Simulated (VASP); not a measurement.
# Sc2InN3 (R-3m) in VASP: single point with PBE

Aim: the single point of Sc2InN3 with PBE.

All numbers are computed with VASP 6.6.1; they aren't measurements. Logs are shortened: lines on timing, memory, paths and dates and some standing lists are left out, and cuts for length are marked.

**1. The cell of the first run**

The structure is trigonal, space group R-3m (No. 166). The conventional cell has a = 5.892 Å, b = 5.892 Å, c = 9.242 Å, α = 90.00°, β = 90.00°, γ = 120.00°. Within 2.8 Å of Sc (site symmetry 3m) lie 3 N at 2.06 Å and 1 In at 2.70 Å. Within 3.0 Å of In (site symmetry -3m) lie 6 N at 2.29 Å and 2 Sc at 2.70 Å. Within 2.7 Å of N (site symmetry 2/m) lie 2 Sc at 2.06 Å and 2 In at 2.29 Å.

The cell was generated, and may not be a known phase.

**2. Single point, PBE**

Contents of INCAR:

```
SYSTEM = Sc2InN3
ALGO = Normal
EDIFF = 1E-6
ENCUT = 910
GGA = PE
GGA_COMPAT = .False.
ISIF = 2
ISMEAR = 0
LASPH = .True.
LCHARG = .False.
LREAL = .False.
LWAVE = .False.
NBANDS = 34
NELM = 120
PREC = Accurate
SIGMA = 0.1
```

Contents of KPOINTS:

```
k-points
0
Gamma
  6 6 6
  0 0 0
```

Contents of POSCAR:

```
Sc2InN3
1.0
    2.9459657749      1.7008541332      3.0805922722
   -2.9459657749      1.7008541332      3.0805922722
    0.0000000000     -3.4017082664      3.0805922722
Sc In N
2 1 3
Direct
    0.7075517192      0.7075517192      0.7075517192
    0.2924482808      0.2924482808      0.2924482808
    0.0000000000      0.0000000000      0.0000000000
    0.0000000000      0.5000000000      0.0000000000
    0.5000000000      0.0000000000      0.0000000000
    0.0000000000      0.0000000000      0.5000000000
```

Potentials or basis: VASP PAW PBE potentials, release 64 (Sc_sv, In_d, N_h).

The run is started by

```sh
> cat potpaw_PBE.64/Sc_sv/POTCAR potpaw_PBE.64/In_d/POTCAR potpaw_PBE.64/N_h/POTCAR > POTCAR
> mpirun -np 1 vasp_std > vasp.out
```

OUTCAR:

```text
SYSTEM = Sc2InN3
   EDIFF = 1E-6
   ENCUT = 910
   GGA = PE
   ISIF = 2
   ISMEAR = 0
   LASPH = .True.
   LREAL = .False.
   NELM = 120
   PREC = Accurate

 ion  position               nearest neighbor table
   1  0.708  0.708  0.708-   4 2.06   5 2.06   6 2.06   3 2.70   3 3.42   3 3.42   3 3.42
   2  0.292  0.292  0.292-   4 2.06   5 2.06   6 2.06   3 2.70   3 3.42   3 3.42   3 3.42
   3  0.000  0.000  0.000-   4 2.29   5 2.29   4 2.29   5 2.29   6 2.29   6 2.29   1 2.70   2 2.70
                             2 3.42   1 3.42   2 3.42   1 3.42   2 3.42   1 3.42
   4  0.000  0.500  0.000-   1 2.06   2 2.06   3 2.29   3 2.29
   5  0.500  0.000  0.000-   1 2.06   2 2.06   3 2.29   3 2.29
   6  0.000  0.000  0.500-   1 2.06   2 2.06   3 2.29   3 2.29

  LATTYP: Found a trigonal (rhomboedric) cell.
 ALAT       =     4.5892992795
 COS(alpha) =     0.1758758710

  Lattice vectors:

 A1 = (   2.9459657749,   1.7008541332,   3.0805922722)
 A2 = (  -2.9459657749,   1.7008541332,   3.0805922722)
 A3 = (   0.0000000000,  -3.4017082664,   3.0805922722)

Analysis of symmetry for initial positions (statically):
=====================================================================
 Subroutine PRICEL returns:
 Original cell was already a primitive cell.

 Routine SETGRP: Setting up the symmetry group for a
 trigonal (rhombohedral) supercell.

 Subroutine GETGRP returns: Found 12 space group operations
 (whereof 12 operations were pure point group operations)
 out of a pool of 12 trial point group operations.

The static configuration has the point symmetry D_3d.

Analysis of symmetry for dynamics (positions and initial velocities):
=====================================================================
 Subroutine PRICEL returns:
 Original cell was already a primitive cell.

 Routine SETGRP: Setting up the symmetry group for a
 trigonal (rhombohedral) supercell.

 Subroutine GETGRP returns: Found 12 space group operations
 (whereof 12 operations were pure point group operations)
 out of a pool of 12 trial point group operations.

The dynamic configuration has the point symmetry D_3d.

 Subroutine INISYM returns: Found 12 space group operations
 (whereof 12 operations are pure point group operations),
 and found     1 'primitive' translations

----------------------------------------------------------------------------------------

                                     Primitive cell
[... 101 lines left out ...]
   EDIFFG = 0.1E-04   stopping-criterion for IOM
   NSW    =      0    number of steps for IOM
   IBRION =     -1    ionic relax: 0-MD 1-quasi-New 2-CG
   NFREE  =      0    steps in history (QN), initial steepest desc. (CG)
   ISIF   =      2    stress and relaxation
   ISYM   =      2    0-nonsym 1-usesym 2-fastsym
   POTIM  = 0.5000    time-step for ionic-motion
   TEBEG  =    0.0;   TEEND  =   0.0 temperature during run
   PSTRESS=    0.0 pullay stress
   NELECT =      50.0000    total number of electrons
   NUPDOWN=      -1.0000    fix difference up-down
   EMIN   =  10.00;   EMAX   =-10.00  energy-range for DOS
   EFERMI =   0.00;   METHOD = LEGACY
   ISMEAR =     0;   SIGMA  =   0.10  broadening in eV -4-tet -1-fermi 0-gaus
   EFERMI_NEDOS =   21; number of points for ismear=-14 and -15
   IALGO  =     38    algorithm
   IMIX   =      4    mixing-type and parameters
     AMIX     =   0.40;   BMIX     =  1.00
     AMIX_MAG =   1.60;   BMIX_MAG =  1.00
  volume/ion in A,a.u.               =      15.44       104.17
  Fermi-wavevector in a.u.,A,eV,Ry     =   1.333024  2.519051 24.176926  1.776954
  Thomas-Fermi vector in A             =   2.461914
   LORBIT       =      0    0 simple, 1 ext, 2 COOP (PROOUT), +10 PAW based schemes
   GGA     = PE    functional components
   LHFCALC =     F    Hartree Fock is set to
   AEXX    =    0.0000 exact exchange contribution
   IVDW    =     0    specifies the selected vdW correction
   LEPSILON=     F    determine dielectric tensor
   LRPA    =     F    only Hartree local field effects (RPA)
 non-spin polarized calculation
 Gauss-broadening in eV      SIGMA  =   0.10
  energy-cutoff  :      910.00
  volume of cell :       92.61
 maximum number of plane-waves:      5812
 NGX is ok and might be reduce to    48
   NGX = 23   NGY = 23   NGZ = 23

 number of electron      50.0000006 magnetization

 Free energy of the ion-electron system (eV)
  ---------------------------------------------------
  ext. energy  EPLUGINS =         0.00000000
  ---------------------------------------------------
  free energy    TOTEN  =       -42.24851283 eV

  energy without entropy =      -42.24795258  energy(sigma->0) =      -42.24823271

 E-fermi :   5.6257     XC(G=0): -10.3185

 val. band max:        5.5438604842   @ k =   0.3333   0.3333   0.3333
 cond. band min:       5.6680228001   @ k =   0.5000   0.5000   0.5000
 fundamental gap:      0.1241623159
 Fermi energy:         5.6257198964

 k-point     1 :       0.0000    0.0000    0.0000
  band No.  band energies     occupation
      1     -43.7671      2.00000
      2     -43.7505      2.00000
      3     -22.6723      2.00000
      4     -22.6231      2.00000
      5     -22.4653      2.00000
      6     -22.4653      2.00000
[... 877 lines left out ...]
     33       9.0864      0.00000
     34       9.5024      0.00000

 [... further k-points ...]

------------------------ aborting loop because EDIFF is reached ----------------------------------------

  FORCE on cell =-STRESS in cart. coord.  units (eV):
  Direction    XX          YY          ZZ          XY          YZ          ZX
  --------------------------------------------------------------------------------------
  -------------------------------------------------------------------------------------
  Total        0.3742758      0.3742758      0.3981121     -0.0000000      0.0000000      0.0000000
  in kB        6.4747367      6.4747367      6.8870890     -0.0000000      0.0000000      0.0000000
  external PRESSURE =       6.6121875 kB  Pullay stress =       0.0000000 kB

 VOLUME and BASIS-vectors are now :
 -----------------------------------------------------------------------------
  energy-cutoff  :      910.00
  volume of cell :       92.61
      direct lattice vectors                 reciprocal lattice vectors
     2.945965775  1.700854133  3.080592272     0.169723628  0.097989982  0.108204301
    -2.945965775  1.700854133  3.080592272    -0.169723628  0.097989982  0.108204301
     0.000000000 -3.401708266  3.080592272     0.000000000 -0.195979965  0.108204301

 POSITION                                       TOTAL-FORCE (eV/Angst)
 -----------------------------------------------------------------------------------
      0.00000      0.00000      6.53904         0.000000     -0.000000     -0.119337
      0.00000      0.00000      2.70274         0.000000      0.000000      0.119337
      0.00000      0.00000      0.00000         0.000000     -0.000000      0.000000
     -1.47298      0.85043      1.54030        -0.000000      0.000000      0.000000
      1.47298      0.85043      1.54030        -0.000000     -0.000000     -0.000000
      0.00000     -1.70085      1.54030         0.000000     -0.000000     -0.000000
 -----------------------------------------------------------------------------------
    total drift:                               -0.000000      0.000000     -0.000000

  FREE ENERGIE OF THE ION-ELECTRON SYSTEM (eV)
  ---------------------------------------------------
  free  energy   TOTEN  =       -42.2485128312 eV

  energy  without entropy=      -42.2479525803  energy(sigma->0) =      -42.24823271
```

OSZICAR:

```text
N       E                     dE             d eps       ncg     rms          rms(c)
DAV:   1     0.938970268200E+03    0.93897E+03   -0.31680E+04  2184   0.258E+03
DAV:   2     0.125659875422E+03   -0.81331E+03   -0.79361E+03  2312   0.695E+02
DAV:   3    -0.354011183874E+02   -0.16106E+03   -0.15271E+03  3362   0.282E+02
DAV:   4    -0.554656075050E+02   -0.20064E+02   -0.19582E+02  3424   0.889E+01
DAV:   5    -0.564010184904E+02   -0.93541E+00   -0.92789E+00  3584   0.217E+01    0.243E+01
DAV:   6    -0.426620069219E+02    0.13739E+02   -0.72017E+01  3574   0.708E+01    0.137E+01
DAV:   7    -0.424613200227E+02    0.20069E+00   -0.10050E+01  3540   0.257E+01    0.642E+00
DAV:   8    -0.422843740491E+02    0.17695E+00   -0.75205E-01  3304   0.774E+00    0.278E+00
DAV:   9    -0.422495214410E+02    0.34853E-01   -0.80521E-02  3376   0.230E+00    0.109E+00
DAV:  10    -0.422481329028E+02    0.13885E-02   -0.15010E-02  3344   0.132E+00    0.181E-01
DAV:  11    -0.422484623552E+02   -0.32945E-03   -0.21606E-03  3462   0.397E-01    0.660E-02
DAV:  12    -0.422485218389E+02   -0.59484E-04   -0.42892E-04  3630   0.193E-01    0.377E-02
DAV:  13    -0.422485150906E+02    0.67483E-05   -0.13056E-04  3636   0.110E-01    0.177E-02
DAV:  14    -0.422485128778E+02    0.22129E-05   -0.25536E-05  3258   0.508E-02    0.403E-03
DAV:  15    -0.422485128312E+02    0.46559E-07   -0.18689E-06  2200   0.135E-02
   1 F= -.42248513E+02 E0= -.42248233E+02  d E =-.560251E-03
```

stdout:

```text
POSCAR found type information on POSCAR ScInN
 POSCAR found :  3 types and       6 ions
 scaLAPACK will be used
 LDA part: xc-table for (Slater+PW92), standard interpolation
 POSCAR, INCAR and KPOINTS ok, starting setup
 FFT: planning ... GRIDC
 FFT: planning ... GRID_SOFT
 FFT: planning ... GRID
 WAVECAR not read
 entering main loop
```

It took 3.9 min on 1 thread of Intel Xeon Platinum 8488C (Sapphire Rapids), shared host; peak memory 0.45 GiB.

What came out:

```
Free energy            : -42.2485 eV
Pressure               : 0.7 GPa
Largest force          : 0.119 eV/Å
Band gap on the k mesh : zero (bands 25 and 26 overlap by 0.47 eV)
```

Forces on the atoms (eV/Å):
```
Sc   0.000  0.000 -0.119
Sc   0.000  0.000  0.119
In   0.000  0.000  0.000
N    0.000  0.000  0.000
N    0.000  0.000  0.000
N    0.000  0.000  0.000
```

Caveat: semilocal functionals underestimate gaps, and a narrow one can read as zero; spin-orbit coupling is left out, which moves the levels of the heavy elements.

The gap in the log of VASP goes by the Fermi energy; the results here count the filled bands.